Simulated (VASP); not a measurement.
Write the native input for VASP 6.6.1 that does the following.

- Task: single point
- Functional: PBE
- Potentials or basis: VASP PAW PBE potentials, release 64 (K_sv, Br)
- Cutoff: 500 eV
- k mesh: 4 × 4 × 4
- Occupations: gaussian, width 0.05 eV
- Spin: no spin polarisation
- Dipole correction: no
- Further INCAR settings: ALGO = Normal; EDIFF = 1e-06; NBANDS = 15

The structure of KBr lies in POSCAR:

```
KBr
1.0
    0.0000000000      3.3022478341      3.3022478341
    3.3022478341      0.0000000000      3.3022478341
    3.3022478341      3.3022478341      0.0000000000
K Br
1 1
Direct
    0.0000000000      0.0000000000      0.0000000000
    0.5000000000      0.5000000000      0.5000000000
```

One way to write it, as run:

INCAR

```
PREC     = Accurate       # precision mode
ENCUT    = 500            # plane-wave cutoff, eV
EDIFF    = 1E-6           # SCF threshold, eV
ISMEAR   = 0              # smearing method
SIGMA    = 0.05           # smearing width, eV
LREAL    = F              # projectors in reciprocal space
LASPH    = T              # aspherical terms in the spheres
NELM     = 120            # most SCF steps
ALGO     = Normal         # electronic algorithm
ISIF     = 2              # what is computed and relaxed
LWAVE    = F              # write WAVECAR
LCHARG   = F              # write CHGCAR
GGA      = PE             # functional
NBANDS   = 15             # bands
GGA_COMPAT= F
```

KPOINTS

```
regular mesh
0
Gamma
  4 4 4
```

Potentials or basis: VASP PAW PBE potentials, release 64 (K_sv, Br).

Run with:

```console
$ cat potpaw_PBE.64/K_sv/POTCAR potpaw_PBE.64/Br/POTCAR > POTCAR
$ mpirun -np 1 vasp_std > vasp.out
```

It gave:

The pressure is 0.7 GPa and the band gap on the k mesh is 4.43 eV, direct.

Wall time 30 s on 1 thread of AMD EPYC 7R13 (shared host), peak memory 0.17 GiB.
